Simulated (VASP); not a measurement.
A run of VASP 6.6.1 is set up as follows.

The input INCAR:

```
ALGO     = Normal         # electronic algorithm
EDIFF    = 1E-7           # SCF threshold, eV
ENCUT    = 520            # plane-wave cutoff, eV
GGA      = PE             # functional
ISIF     = 2              # what is computed and relaxed
ISMEAR   = 0              # smearing method
LASPH    = T              # aspherical terms in the spheres
LCHARG   = F              # write CHGCAR
LREAL    = F              # projectors in reciprocal space
LWAVE    = F              # write WAVECAR
NBANDS   = 28             # bands
NELM     = 80             # most SCF steps
PREC     = Accurate       # precision mode
SIGMA    = 0.15           # smearing width, eV
```

File KPOINTS:

```
k-points
0
Gamma
  4 4 4
```

Contents of POSCAR:

```
GaBiO2
1.0
    2.9918570327     -3.2704041933      0.0000000000
    2.9918570327      3.2704041933      0.0000000000
    0.0000000000      0.0000000000      3.7425546112
Ga Bi O
1 1 2
Direct
    0.0000000000      0.0000000000      0.0000000000
    0.5000000000      0.5000000000      0.5000000000
    0.7281729954      0.2718270046      0.0000000000
    0.2718270046      0.7281729954      0.0000000000
```

Potentials or basis: VASP PAW PBE potentials, release 64 (Ga_d, Bi_d, O).

Command:

```console
$ cat potpaw_PBE.64/Ga_d/POTCAR potpaw_PBE.64/Bi_d/POTCAR potpaw_PBE.64/O/POTCAR > POTCAR
$ mpirun -np 1 vasp_std > vasp.out
```

Problem. Estimate the largest force.

Solution. 0.055 eV/Å.

Problem. Predict the pressure.

Solution. 0.3 GPa.

Stress tensor (GPa, compression positive):
```
 0.65  0.00  0.00
 0.00  0.52  0.00
 0.00  0.00 -0.36
```

Caveat: the k points lie up to 0.42 Å⁻¹ apart.
